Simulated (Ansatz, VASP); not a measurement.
## Ge2Br3: VASP beside Ansatz

The input INCAR:

```
  PREC = Accurate
  ENCUT = 600
  EDIFF = 1E-6
  ISMEAR = 0
  SIGMA = 0.1
  LREAL = False
  LASPH = True
  NELM = 60
  ALGO = Normal
  ISIF = 3
  LWAVE = False
  LCHARG = False
  GGA = PE
  IBRION = 2
  NSW = 90
  EDIFFG = -0.04
```

The input KPOINTS:

```
Automatic mesh
0
Gamma
  6 6 4
```

The input POSCAR:

```
Ge2Br3
1.0
    4.4864704683      0.0000000000      0.0000000000
   -2.2432352342      3.8853973989      0.0000000000
    0.0000000000      0.0000000000      6.9802192819
Ge Br
2 3
Direct
    0.3333333333      0.6666666667      0.2450000000
    0.6666666667      0.3333333333      0.7550000000
    0.0000000000      0.0000000000      0.0000000000
    0.3333333333      0.6666666667      0.6450000000
    0.6666666667      0.3333333333      0.3550000000
```

Input for Ansatz:

```yaml
crystal:
  lattice:
    - [4.4864704683, 0.0, 0.0]
    - [-2.2432352342, 3.8853973989, 0.0]
    - [0.0, 0.0, 6.9802192819]
  atoms:
    - { symbol: Ge, position: [0.3333333333, 0.6666666667, 0.245] }
    - { symbol: Ge, position: [0.6666666667, 0.3333333333, 0.755] }
    - { symbol: Br, position: [0.0, 0.0, 0.0] }
    - { symbol: Br, position: [0.3333333333, 0.6666666667, 0.645] }
    - { symbol: Br, position: [0.6666666667, 0.3333333333, 0.355] }
basis:
  ecutwfc: 420
kpoints:
  mp_grid: { grid: [6, 6, 4] }
hamiltonian:
  xc: pbe
scf:
  occupations: { method: gaussian, width: 0.1 }
  lower_state_search: "off"
output:
  forces: true
  stress: true
  eigenvalues: true
relax:
  adjacent_minimum: "off"
  f_tol: 0.04
  max_steps: 70
  cell: { stress_tol: 0.4 }
```

Alike in both runs: task relaxation of cell and atoms; functional PBE; k mesh 6 × 6 × 4; occupations gaussian, width 0.1 eV; no spin polarisation.

|  | VASP | Ansatz |
| --- | --- | --- |
| version | VASP 6.6.1 | Ansatz 0.2.0 |
| potentials or method | VASP PAW PBE potentials, release 64 (Ge_d, Br), cutoff 600 eV | scalar-relativistic, plane waves, PAW |
| valence electrons in the cell | 49 | 49 |

|  | VASP | Ansatz | Ansatz less VASP |
| --- | --- | --- | --- |
| gap on the k mesh at the Fermi level, each at its own relaxed structure (eV) | none | none | - |
| relaxed volume (Å³/atom) | 31.49 | 31.08 | -0.414 |
| relaxed cell length with the largest relative difference (Å) | 4.380 | 4.361 | -0.0196 |

A gap of «none» marks a metal or a gap that the smearing closes.

Noted on VASP's run: the volume moved by over 15 % at a fixed basis, so the end points are rough.
